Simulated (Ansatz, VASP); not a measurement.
## Two plane-wave programs on Pt

Contents of INCAR:

```
SYSTEM = Pt
PREC = Accurate ; ENCUT = 600
EDIFF = 1E-6 ; ISMEAR = 0
SIGMA = 0.1 ; LREAL = .False.
LASPH = .True. ; NELM = 80
ALGO = Fast ; ISIF = 3
LWAVE = .False. ; LCHARG = .False.
GGA = PE ; IBRION = 2
NSW = 80 ; EDIFFG = -0.01
```

The input KPOINTS:

```
Automatic mesh
0
Gamma
  18 18 18
  0 0 0
```

POSCAR

```
Pt
1.0
    0.0000000000      1.9833628013      1.9833628013
    1.9833628013      0.0000000000      1.9833628013
    1.9833628013      1.9833628013      0.0000000000
Pt
1
Direct
    0.0000000000      0.0000000000      0.0000000000
```

Input for Ansatz:

```yaml
crystal:
  lattice:
    - [0.0, 1.9833628013, 1.9833628013]
    - [1.9833628013, 0.0, 1.9833628013]
    - [1.9833628013, 1.9833628013, 0.0]
  atoms:
    - { symbol: Pt, position: [0.0, 0.0, 0.0] }
basis:
  ecutwfc: 420
kpoints:
  mp_grid: { grid: [18, 18, 18] }
hamiltonian:
  xc: pbe
scf:
  occupations: { method: gaussian, width: 0.1 }
output:
  forces: true
  stress: true
  eigenvalues: true
  write_density: true
  write_potential: true
  elf: true
  volumetric_format: npy
relax:
  adjacent_minimum: "off"
  f_tol: 0.01
  max_steps: 60
  cell: { stress_tol: 0.1 }
```

Alike in both runs: task relaxation of cell and atoms; functional PBE; k mesh 18 × 18 × 18; occupations gaussian, width 0.1 eV; no spin polarisation.

```csv
,VASP,Ansatz
version,VASP 6.6.1,Ansatz 0.2.0
potentials or method,"VASP PAW PBE potentials, release 64 (Pt), cutoff 600 eV","scalar-relativistic, plane waves, PAW"
valence electrons in the cell,10,18
```

Ansatz gave:

| Quantity | Value |
| --- | --- |
| gap on the k mesh at the Fermi level, each at its own relaxed structure (eV) | none |
| relaxed volume (Å³/atom) | 15.64 |
| relaxed cell length with the largest relative difference (Å) | 2.807 |

Question: What did VASP give for the same quantities?

Answer: gap on the k mesh at the Fermi level, each at its own relaxed structure (eV): none; relaxed volume (Å³/atom): 15.62; relaxed cell length with the largest relative difference (Å): 2.806.

A gap of «none» marks a metal or a gap that the smearing closes. VASP's potentials hold 10 valence electrons a cell and Ansatz's 18, so a difference there can come from the potentials and not from the codes.

Spin-orbit coupling is off throughout.
